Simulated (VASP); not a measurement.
# Li3Au in VASP: a series of runs

Li3Au is run at these levels: PBE; tasks: single point.

Everything below comes from runs of VASP 6.6.1. Logs are shortened: lines on timing, memory, paths and dates and some standing lists are left out, and cuts for length are marked.

### 1 The cell of the first run

The cell holds a sheet with vacuum, 4 atoms: a = 4.456 Å, b = 4.456 Å, c = 16.000 Å, α = 90.00°, β = 90.00°, γ = 90.00°.

### 2 Single point, PBE

INCAR

```
SYSTEM = Li3Au
  PREC = Accurate
  ENCUT = 520
  EDIFF = 1E-6
  ISMEAR = 0
  SIGMA = 0.1
  LREAL = .False.
  LASPH = .True.
  NELM = 60
  ALGO = Normal
  ISIF = 2
  LWAVE = .False.
  LCHARG = .False.
  LDIPOL = .True.
  IDIPOL = 3
  DIPOL = 0.5 0.5 0.500
  GGA = PE
  NBANDS = 18
```

KPOINTS

```
Automatic mesh
0
Gamma
  4 4 1
  0 0 0
```

POSCAR

```
Li3Au
1.0
    4.4561870000      0.0000000000      0.0000000000
    0.0000000000      4.4561870000      0.0000000000
    0.0000000000      0.0000000000     16.0000000000
Li Au
3 1
Direct
    0.0000000000      0.5000000000      0.5492343800
    0.5000000000      0.0000000000      0.5492343800
    0.5000000000      0.5000000000      0.4507656200
    0.0000000000      0.0000000000      0.4507656200
```

Potentials or basis: VASP PAW PBE potentials, release 64 (Li_sv, Au).

Launch:

```console
$ cat potpaw_PBE.64/Li_sv/POTCAR potpaw_PBE.64/Au/POTCAR > POTCAR
$ mpirun -np 1 vasp_std > vasp.out
```

OUTCAR:

```text
SYSTEM = Li3Au
   PREC = Accurate
   ENCUT = 520
   EDIFF = 1E-6
   ISMEAR = 0
   LREAL = .False.
   LASPH = .True.
   NELM = 60
   ISIF = 2
   GGA = PE

 ion  position               nearest neighbor table
   1  0.000  0.500  0.549-   4 2.73   4 2.73
   2  0.500  0.000  0.549-   4 2.73   4 2.73
   3  0.500  0.500  0.451-
   4  0.000  0.000  0.451-   1 2.73   2 2.73   1 2.73   2 2.73

  LATTYP: Found a simple tetragonal cell.
 ALAT       =     4.4561870000
 C/A-ratio  =     3.5905135938

  Lattice vectors:

 A1 = (   4.4561870000,   0.0000000000,   0.0000000000)
 A2 = (   0.0000000000,   4.4561870000,   0.0000000000)
 A3 = (   0.0000000000,   0.0000000000,  16.0000000000)

Analysis of symmetry for initial positions (statically):
=====================================================================
 Subroutine PRICEL returns:
 Original cell was already a primitive cell.

 Routine SETGRP: Setting up the symmetry group for a
 simple tetragonal supercell.

 Subroutine GETGRP returns: Found  8 space group operations
 (whereof  8 operations were pure point group operations)
 out of a pool of 16 trial point group operations.

The static configuration has the point symmetry C_4v.

Analysis of symmetry for dynamics (positions and initial velocities):
=====================================================================
 Subroutine PRICEL returns:
 Original cell was already a primitive cell.

 Routine SETGRP: Setting up the symmetry group for a
 simple tetragonal supercell.

 Subroutine GETGRP returns: Found  8 space group operations
 (whereof  8 operations were pure point group operations)
 out of a pool of 16 trial point group operations.

The dynamic configuration has the point symmetry C_4v.

 Subroutine INISYM returns: Found  8 space group operations
 (whereof  8 operations are pure point group operations),
 and found     1 'primitive' translations

----------------------------------------------------------------------------------------

                                     Primitive cell

  volume of cell :     317.7216

  direct lattice vectors                    reciprocal lattice vectors
     4.456187000  0.000000000  0.000000000     0.224407100  0.000000000  0.000000000
     0.000000000  4.456187000  0.000000000     0.000000000  0.224407100  0.000000000
     0.000000000  0.000000000 16.000000000     0.000000000  0.000000000  0.062500000

  length of vectors
     4.456187000  4.456187000 16.000000000     0.224407100  0.224407100  0.062500000

  position of ions in fractional coordinates (direct lattice)
     0.000000000  0.500000000  0.549234380
     0.500000000  0.000000000  0.549234380
     0.500000000  0.500000000  0.450765620
     0.000000000  0.000000000  0.450765620

  ion indices of the primitive-cell ions
   primitive index   ion index
                 1           1
                 2           2
                 3           3
                 4           4

----------------------------------------------------------------------------------------

 KPOINTS: Automatic mesh

Automatic generation of k-mesh.
 Grid dimensions read from file:
 generate k-points for:    4    4    1

 Generating k-lattice:

  Cartesian coordinates                     Fractional coordinates (reciprocal lattice)
     0.056101775  0.000000000  0.000000000     0.250000000  0.000000000  0.000000000
     0.000000000  0.056101775  0.000000000     0.000000000  0.250000000  0.000000000
     0.000000000  0.000000000  0.062500000     0.000000000  0.000000000  1.000000000

  Length of vectors
     0.056101775  0.056101775  0.062500000

  Shift w.r.t. Gamma in fractional coordinates (k-lattice)
     0.000000000  0.000000000  0.000000000

 Subroutine IBZKPT returns following result:
 ===========================================

 Found      6 irreducible k-points:

 Following reciprocal coordinates:
            Coordinates               Weight
  0.000000  0.000000  0.000000      1.000000
  0.250000  0.000000  0.000000      4.000000
  0.500000  0.000000  0.000000      2.000000
  0.250000  0.250000  0.000000      4.000000
  0.500000  0.250000  0.000000      4.000000
  0.500000  0.500000  0.000000      1.000000
   k-points           NKPTS =      6   k-points in BZ     NKDIM =      6   number of bands    NBANDS=     18
   number of dos      NEDOS =    301   number of ions     NIONS =      4
   total plane-waves  NPLWV = 155520
   dimension x,y,z NGX =    36 NGY =   36 NGZ =  120
   dimension x,y,z NGXF=    72 NGYF=   72 NGZF=  240
   ions per type =               3   1
   NGX,Y,Z   is equivalent  to a cutoff of  13.43, 13.43, 12.47 a.u.
   NGXF,Y,Z  is equivalent  to a cutoff of  26.86, 26.86, 24.94 a.u.
 SYSTEM =  Li3Au
   PREC   = accura    normal or accurate (medium, high low for compatibility)
   ISTART =      0    job   : 0-new  1-cont  2-samecut
   ICHARG =      2    charge: 1-file 2-atom 10-const
   ISPIN  =      1    spin polarized calculation?
   LNONCOLLINEAR =      F non collinear calculations
   LSORBIT =      F    spin-orbit coupling
   LASPH  =      T    aspherical Exc in radial PAW
   ENCUT  =  520.0 eV  38.22 Ry    6.18 a.u.   8.29  8.29 29.75*2*pi/ulx,y,z
   NELM   =     60;   NELMIN=  2; NELMDL= -5     # of ELM steps
   EDIFF  = 0.1E-05   stopping-criterion for ELM
   LREAL  =      F    real-space projection
   EDIFFG = 0.1E-04   stopping-criterion for IOM
   NSW    =      0    number of steps for IOM
   IBRION =     -1    ionic relax: 0-MD 1-quasi-New 2-CG
   NFREE  =      0    steps in history (QN), initial steepest desc. (CG)
   ISIF   =      2    stress and relaxation
   ISYM   =      2    0-nonsym 1-usesym 2-fastsym
   POTIM  = 0.5000    time-step for ionic-motion
   TEBEG  =    0.0;   TEEND  =   0.0 temperature during run
   PSTRESS=    0.0 pullay stress
   NELECT =      20.0000    total number of electrons
   NUPDOWN=      -1.0000    fix difference up-down
   EMIN   =  10.00;   EMAX   =-10.00  energy-range for DOS
   EFERMI =   0.00;   METHOD = LEGACY
   ISMEAR =     0;   SIGMA  =   0.10  broadening in eV -4-tet -1-fermi 0-gaus
   EFERMI_NEDOS =   21; number of points for ismear=-14 and -15
   IALGO  =     38    algorithm
   IMIX   =      4    mixing-type and parameters
     AMIX     =   0.40;   BMIX     =  1.00
     AMIX_MAG =   1.60;   BMIX_MAG =  1.00
  volume/ion in A,a.u.               =      79.43       536.02
  Fermi-wavevector in a.u.,A,eV,Ry     =   0.651232  1.230651  5.770278  0.424103
  Thomas-Fermi vector in A             =   1.720766
   LORBIT       =      0    0 simple, 1 ext, 2 COOP (PROOUT), +10 PAW based schemes
   GGA     = PE    functional components
   LHFCALC =     F    Hartree Fock is set to
   AEXX    =    0.0000 exact exchange contribution
   IVDW    =     0    specifies the selected vdW correction
   LEPSILON=     F    determine dielectric tensor
   LRPA    =     F    only Hartree local field effects (RPA)
 non-spin polarized calculation
 Gauss-broadening in eV      SIGMA  =   0.10
  energy-cutoff  :      520.00
  volume of cell :      317.72
 maximum number of plane-waves:      8556
 NGX is ok and might be reduce to    36
   NGX = 17   NGY = 17   NGZ = 59

 dipolmoment           0.000000      0.000000      0.026137 electrons x Angstroem

 number of electron      20.0000004 magnetization

 dipolmoment           0.000000      0.000000     -0.022940 electrons x Angstroem

 Free energy of the ion-electron system (eV)
  ---------------------------------------------------
  ext. energy  EPLUGINS =         0.00000000
  ---------------------------------------------------
  free energy    TOTEN  =        -8.79497320 eV

  energy without entropy =       -8.78173651  energy(sigma->0) =       -8.78835485

 E-fermi :  -2.0014     XC(G=0):  -2.9861

 val. band max:       -2.0675151900   @ k =   0.2500   0.2500   0.0000
 cond. band min:      -1.6916532036   @ k =   0.5000   0.5000   0.0000
 fundamental gap:      0.3758619863
 Fermi energy:        -2.0013691051

 k-point     1 :       0.0000    0.0000    0.0000
  band No.  band energies     occupation
      1     -49.0930      2.00000
      2     -48.8203      2.00000
      3     -48.8125      2.00000
      4      -6.6187      2.00000
      5      -5.9711      2.00000
      6      -5.7223      2.00000
[... 10 lines left out ...]
     17       3.7432      0.00000
     18       4.2478      0.00000

 k-point     2 :       0.2500    0.0000    0.0000
  band No.  band energies     occupation
      1     -49.0928      2.00000
      2     -48.8192      2.00000
      3     -48.8137      2.00000
      4      -6.3322      2.00000
      5      -5.8499      2.00000
      6      -5.7523      2.00000
[... 10 lines left out ...]
     17       3.5453      0.00000
     18       3.8804      0.00000

 k-point     3 :       0.5000    0.0000    0.0000
  band No.  band energies     occupation
      1     -49.0926      2.00000
      2     -48.8167      2.00000
      3     -48.8163      2.00000
      4      -6.1556      2.00000
      5      -5.8439      2.00000
      6      -5.8225      2.00000
[... 10 lines left out ...]
     17       3.2354      0.00000
     18       3.3902      0.00000

 k-point     4 :       0.2500    0.2500    0.0000
  band No.  band energies     occupation
      1     -49.0926      2.00000
      2     -48.8185      2.00000
      3     -48.8146      2.00000
      4      -5.9676      2.00000
      5      -5.8189      2.00000
      6      -5.7998      2.00000
[... 10 lines left out ...]
     17       2.5004      0.00000
     18       3.0727      0.00000

 k-point     5 :       0.5000    0.2500    0.0000
  band No.  band energies     occupation
      1     -49.0924      2.00000
      2     -48.8167      2.00000
      3     -48.8165      2.00000
      4      -5.9411      2.00000
      5      -5.8165      2.00000
      6      -5.7931      2.00000
[... 10 lines left out ...]
     17       3.5300      0.00000
     18       3.6281      0.00000

 k-point     6 :       0.5000    0.5000    0.0000
  band No.  band energies     occupation
      1     -49.0922      2.00000
      2     -48.8167      2.00000
      3     -48.8167      2.00000
      4      -6.0268      2.00000
      5      -5.7642      2.00000
      6      -5.7642      2.00000
[... 10 lines left out ...]
     17       3.5402      0.00000
     18       3.6277      0.00000

------------------------ aborting loop because EDIFF is reached ----------------------------------------

 vacuum level on the upper side and lower side of the slab       (xc-potential included)        -0.248        -0.044

  FORCE on cell =-STRESS in cart. coord.  units (eV):
  Direction    XX          YY          ZZ          XY          YZ          ZX
  --------------------------------------------------------------------------------------
  -------------------------------------------------------------------------------------
  Total       -2.1336779     -2.1336779      0.2633819      0.0000000      0.0000000      0.0000000
  in kB      -10.7595135    -10.7595135      1.3281579      0.0000000      0.0000000      0.0000000
  external PRESSURE =      -6.7302897 kB  Pullay stress =       0.0000000 kB

 VOLUME and BASIS-vectors are now :
 -----------------------------------------------------------------------------
  energy-cutoff  :      520.00
  volume of cell :      317.72
      direct lattice vectors                 reciprocal lattice vectors
     4.456187000  0.000000000  0.000000000     0.224407100  0.000000000  0.000000000
     0.000000000  4.456187000  0.000000000     0.000000000  0.224407100  0.000000000
     0.000000000  0.000000000 16.000000000     0.000000000  0.000000000  0.062500000

 POSITION                                       TOTAL-FORCE (eV/Angst)
 -----------------------------------------------------------------------------------
      0.00000      2.22809      8.78775         0.000000      0.000000      0.101710
      2.22809      0.00000      8.78775         0.000000      0.000000      0.101710
      2.22809      2.22809      7.21225         0.000000     -0.000000     -0.698902
      0.00000      0.00000      7.21225         0.000000      0.000000      0.495482
 -----------------------------------------------------------------------------------
    total drift:                                0.000000      0.000000     -0.000514

  FREE ENERGIE OF THE ION-ELECTRON SYSTEM (eV)
  ---------------------------------------------------
  free  energy   TOTEN  =        -8.7949732004 eV

  energy  without entropy=       -8.7817365055  energy(sigma->0) =       -8.78835485

 vacuum level on the upper side and lower side of the slab         1.352         1.678
```

Wall time 50 s (1 thread of Intel Xeon 6975P-C, shared host); peak memory 0.37 GiB.

What came out:

```
Free energy            : -8.7950 eV
Largest force          : 0.699 eV/Å
Band gap on the k mesh : zero (band 10 reaches -2.07 eV, above the bottom of band 11 at -2.07 eV)
```

Forces on the atoms (eV/Å):
```
Li   0.000  0.000  0.102
Li   0.000  0.000  0.102
Li   0.000  0.000 -0.699
Au   0.000  0.000  0.495
```

Levels at points of the mesh, in eV from the Fermi level:
```csv
k point,band 7,band 8,band 9,band 10,band 11,band 12,band 13,band 14
"(0.00, 0.00, 0.00)",-3.72,-3.64,-3.63,-0.61,1.73,1.89,1.89,3.41
"(0.50, 0.00, 0.00)",-3.69,-3.60,-3.28,-1.26,1.04,1.36,3.52,3.78
"(0.50, 0.50, 0.00)",-3.61,-3.53,-2.64,-0.07,-0.07,0.31,2.10,3.39
```

Caveat: the cutoff is under 1.25 times the usual one of these potentials, so pressure, stress and relaxed cells hold a basis-set (Pulay) error; spin-orbit coupling is left out, which moves the levels of the heavy elements.

### 3 Single point, PBE

This run uses another cell than the first one, of 98.82 Å³/atom, 1.244 times its volume.

INCAR

```
SYSTEM = Li3Au
PREC = Accurate
ENCUT = 520
EDIFF = 1E-6
ISMEAR = 0
SIGMA = 0.1
LREAL = .False.
LASPH = .True.
NELM = 60
ALGO = Normal
ISIF = 2
LWAVE = .False.
LCHARG = .True.
LDIPOL = .True.
IDIPOL = 3
DIPOL = 0.5 0.5 0.297
GGA = PE
LELF = .True.
LVHAR = .True.
LVACPOTAV = .True.
NBANDS = 18
```

KPOINTS is that of step 2.

POSCAR

```
Li3Au
1.0
    3.8297441112      0.0000000000      0.0000000000
    0.0000000000      3.8297441112      0.0000000000
    0.0000000000      0.0000000000     26.9510003200
Li Au
3 1
Direct
    0.0000000000      0.5000000000      0.3352793095
    0.5000000000      0.0000000000      0.3352793095
    0.5000000000      0.5000000000      0.2470837707
    0.0000000000      0.0000000000      0.2696975835
```

Potentials or basis: VASP PAW PBE potentials, release 64 (Li_sv, Au).

Launch:

```console
$ cat potpaw_PBE.64/Li_sv/POTCAR potpaw_PBE.64/Au/POTCAR > POTCAR
$ mpirun -np 1 vasp_std > vasp.out
```

Run time: 70 s. Hardware: 1 thread of Intel Xeon 6975P-C, shared host; peak memory 0.38 GiB.

Results (log left out):

```yaml
Free_energy: -9.4407 eV
Largest_force: 0.010 eV/Å
Band_gap_on_the_k_mesh: zero (filled and empty bands touch)
```

Forces on the atoms (eV/Å):
```
Li   0.000  0.000 -0.002
Li   0.000  0.000 -0.002
Li   0.000  0.000 -0.006
Au   0.000  0.000  0.010
```

Levels at points of the mesh, in eV from the Fermi level:
| k point | band 8 | band 9 | band 10 | band 11 | band 12 | band 13 |
| --- | --- | --- | --- | --- | --- | --- |
| (0.00, 0.00, 0.00) | -4.15 | -3.93 | -1.33 | 0.57 | 3.00 | 3.22 |
| (0.50, 0.00, 0.00) | -4.09 | -3.14 | -1.51 | 0.49 | 1.26 | 3.07 |
| (0.50, 0.50, 0.00) | -3.62 | -2.07 | 0.00 | 0.00 | 0.53 | 1.87 |

Caveat: the k points lie up to 0.41 Å⁻¹ apart; the cutoff is under 1.25 times the usual one of these potentials, so pressure, stress and relaxed cells hold a basis-set (Pulay) error; spin-orbit coupling is left out, which moves the levels of the heavy elements.

### 4 Single point, PBE

This run uses another cell than the first one, of 98.82 Å³/atom, 1.244 times its volume.

INCAR

```
SYSTEM = Li3Au
PREC = Accurate ; ENCUT = 520
EDIFF = 1E-7 ; ISMEAR = 0
SIGMA = 0.1 ; LREAL = .FALSE.
LASPH = .TRUE. ; NELM = 60
ALGO = Normal ; ISIF = 2
LWAVE = .FALSE. ; LCHARG = .FALSE.
LDIPOL = .TRUE. ; IDIPOL = 3
DIPOL = 0.5 0.5 0.297 ; GGA = PE
NBANDS = 18
```

KPOINTS

```
Automatic mesh
0
G
  12 12 1
  0 0 0
```

POSCAR is that of step 3.

Launch:

```console
$ cat potpaw_PBE.64/Li_sv/POTCAR potpaw_PBE.64/Au/POTCAR > POTCAR
$ mpirun -np 1 vasp_std > vasp.out
```

It took 4.9 min on 1 thread of Intel Xeon 6975P-C, shared host; peak memory 0.5 GiB.

It converged, with:

- Free energy: -9.2878 eV
- Largest force: 0.078 eV/Å
- Band gap on the k mesh: zero (band 10 reaches -1.89 eV, above the bottom of band 11 at -2.17 eV)

Forces on the atoms (eV/Å):
```
Li   0.000  0.000 -0.068
Li   0.000  0.000 -0.068
Li   0.000  0.000  0.058
Au   0.000  0.000  0.078
```

Levels at points of the mesh, in eV from the Fermi level:
```tsv
k point	band 7	band 8	band 9	band 10	band 11	band 12	band 13	band 14
(0.00, 0.00, 0.00)	-4.15	-4.15	-3.91	-1.40	0.49	2.85	3.22	3.22
(0.50, 0.00, 0.00)	-4.22	-4.09	-3.13	-1.50	0.43	1.21	2.98	3.46
(0.50, 0.50, 0.00)	-4.22	-3.60	-2.06	0.00	0.00	0.55	1.81	4.11
```

Caveat: the cutoff is under 1.25 times the usual one of these potentials, so pressure, stress and relaxed cells hold a basis-set (Pulay) error; spin-orbit coupling is left out, which moves the levels of the heavy elements.

### 5 Single point, PBE

This run uses another cell than the first one, of 110.10 Å³/atom, 1.386 times its volume.

INCAR

```
PREC = Accurate
ENCUT = 520
EDIFF = 1E-6
ISMEAR = 0
SIGMA = 0.1
LREAL = F
LASPH = T
NELM = 80
ALGO = Normal
ISIF = 2
LWAVE = F
LCHARG = F
LDIPOL = T
IDIPOL = 3
DIPOL = 0.5 0.5 0.280
GGA = PE
NBANDS = 18
```

KPOINTS

```
regular mesh
0
Gamma
  12 12 1
```

POSCAR

```
Li3Au
1.0
    3.9272699917      0.0000000000      0.0000000000
    0.0000000000      3.9272699917      0.0000000000
    0.0000000000      0.0000000000     28.5539159888
Li Au
3 1
Direct
    0.0000000000      0.5000000000      0.3146135144
    0.5000000000      0.0000000000      0.3146135144
    0.5000000000      0.5000000000      0.2358038863
    0.0000000000      0.0000000000      0.2556559990
```

Launch:

```console
$ cat potpaw_PBE.64/Li_sv/POTCAR potpaw_PBE.64/Au/POTCAR > POTCAR
$ mpirun -np 1 vasp_std > vasp.out
```

Run time: 6.7 min. Hardware: 1 thread of Intel Xeon 6975P-C, shared host; peak memory 0.59 GiB.

Results (log left out):

```
Free energy            : -9.3060 eV
Band gap on the k mesh : zero (band 10 reaches -2.04 eV, above the bottom of band 11 at -2.31 eV)
```

Levels at points of the mesh, in eV from the Fermi level:
```csv
k point,band 7,band 8,band 9,band 10,band 11,band 12,band 13,band 14
"(0.00, 0.00, 0.00)",-4.13,-4.13,-3.91,-1.24,0.72,2.93,2.96,2.96
"(0.50, 0.00, 0.00)",-4.14,-4.08,-3.23,-1.47,0.55,1.28,3.12,3.46
"(0.50, 0.50, 0.00)",-4.15,-3.65,-2.26,-0.02,-0.02,0.58,1.89,3.97
```

Caveat: the cutoff is under 1.25 times the usual one of these potentials, so pressure, stress and relaxed cells hold a basis-set (Pulay) error; spin-orbit coupling is left out, which moves the levels of the heavy elements.

### 6 The runs side by side

| cell | k mesh | gap on the mesh (eV) | largest force (eV/Å) |
| --- | --- | --- | --- |
| a = 4.456, b = 4.456, c = 16.000 Å, 4 atoms | 4 × 4 × 1 | none | 0.70 |
| a = 3.830, b = 3.830, c = 26.951 Å, 4 atoms | 4 × 4 × 1 | none | 0.01 |
| a = 3.830, b = 3.830, c = 26.951 Å, 4 atoms | 12 × 12 × 1 | none | 0.08 |
| a = 3.927, b = 3.927, c = 28.554 Å, 4 atoms | 12 × 12 × 1 | none | - |

Alike in all rows: task single point; level PBE; potentials or basis VASP PAW PBE potentials, release 64 (Li_sv, Au); no spin polarisation; cutoff (eV) 520; smearing gaussian 0.1 eV.

Caveats: some runs use coarse meshes; the cutoff is under 1.25 times the usual one of these potentials, so pressure, stress and relaxed cells hold a basis-set (Pulay) error; spin-orbit coupling is left out, which moves the levels of the heavy elements.

Absolute energies hang on the potentials; compare differences alone.
